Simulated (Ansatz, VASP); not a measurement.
# Ge: VASP beside Ansatz

```
Ge
1.0
     0.00000    2.77995    2.77995
     2.77995    0.00000    2.77995
     2.77995    2.77995    0.00000
Ge
2
Direct
  0.00000 0.00000 0.00000
  0.25000 0.25000 0.25000
```

Alike in both runs: task single point; functional PBEsol; k mesh 14 × 14 × 14; occupations gaussian, width 0.1 eV; no spin polarisation.

|  | VASP | Ansatz |
| --- | --- | --- |
| version | VASP 6.6.1 | Ansatz 0.2.0 |
| potentials or method | VASP PAW PBE potentials, release 64 (Ge_d), cutoff 520 eV | scalar-relativistic, plane waves, PAW |
| valence electrons in the cell | 28 | 28 |

VASP gave:

| Property | Result |
| --- | --- |
| gap on the k mesh at the Fermi level (eV) | 0.29 |
| least direct gap on the mesh (eV) | 0.48 |
| pressure (GPa) | 4.7 |

Estimate Ansatz's values.

gap on the k mesh at the Fermi level (eV): 0.28; least direct gap on the mesh (eV): 0.47; pressure (GPa): 4.8.

VASP's potentials were made for PBE, not for PBEsol. With one functional, cell and mesh, what is left measures potentials, basis and numerics.
